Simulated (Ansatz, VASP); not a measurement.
# La in VASP and in Ansatz

```
La
1.0
     3.76246    0.00000    0.00000
    -1.88123    3.25839    0.00000
     0.00000    0.00000    6.09017
La
2
Direct
  0.33333 0.66667 0.25000
  0.66667 0.33333 0.75000
```

Change from the starting cell: volume scaled by 1.01.

Alike in both runs: task single point; functional LDA; k mesh 11 × 11 × 6; occupations fermi-dirac, width 0.05 eV; no spin polarisation.

```csv
,VASP,Ansatz
version,VASP 6.6.1,Ansatz 0.2.0
potentials or method,"VASP PAW LDA potentials, release 64 (La), cutoff 520 eV","all-electron LAPW, scalar-relativistic"
```

|  | VASP | Ansatz | Ansatz less VASP |
| --- | --- | --- | --- |
| pressure (GPa) | -3.3 | -3.2 | +0.09 |
| traceless stress, the component that is largest in VASP (GPa) | -0.11 | -0.10 | +0.009 |

LDA's correlation is that of Perdew and Zunger in VASP and of Perdew and Wang (1992) in Ansatz. Ansatz ran all-electron here, and VASP with PAW potentials.

Neither program's run includes spin-orbit coupling.
